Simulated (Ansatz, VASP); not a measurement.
TiPt3 in VASP and in Ansatz

```
Ti Pt
1.0
     3.68874    0.00000    0.00000
     0.00000    3.68874    0.00000
     0.00000    0.00000    3.68874
Ti Pt
1 3
Direct
  0.00000 0.00000 0.00000
  0.50000 0.50000 0.00000
  0.50000 0.00000 0.50000
  0.00000 0.50000 0.50000
```

Alike in both runs: task single point; functional PBEsol; k mesh 6 × 6 × 6; occupations gaussian, width 0.1 eV; no spin polarisation.

|  | VASP | Ansatz |
| --- | --- | --- |
| version | VASP 6.6.1 | Ansatz 0.2.0 |
| potentials or method | VASP PAW PBE potentials, release 64 (Ti_sv, Pt), cutoff 500 eV | scalar-relativistic, plane waves, PAW |
| valence electrons in the cell | 42 | 66 |

VASP gave:

```
gap on the k mesh at the Fermi level (eV) : none
pressure (GPa)                            : 66.6
```

Problem. Estimate Ansatz's values.

Solution. gap on the k mesh at the Fermi level (eV): none; pressure (GPa): 66.8.

VASP's potentials were made for PBE, not for PBEsol. A gap of «none» marks a metal or a gap that the smearing closes. Both programs put the cell under a high pressure, so it lies far from rest at this level. The functional is the same, so the differences come from potentials, cutoffs and numerics. VASP's potentials hold 42 valence electrons a cell and Ansatz's 66, so a difference there can come from the potentials and not from the codes.

Neither program's run includes spin-orbit coupling. Noted on VASP's run: the cell as given lies far from equilibrium.
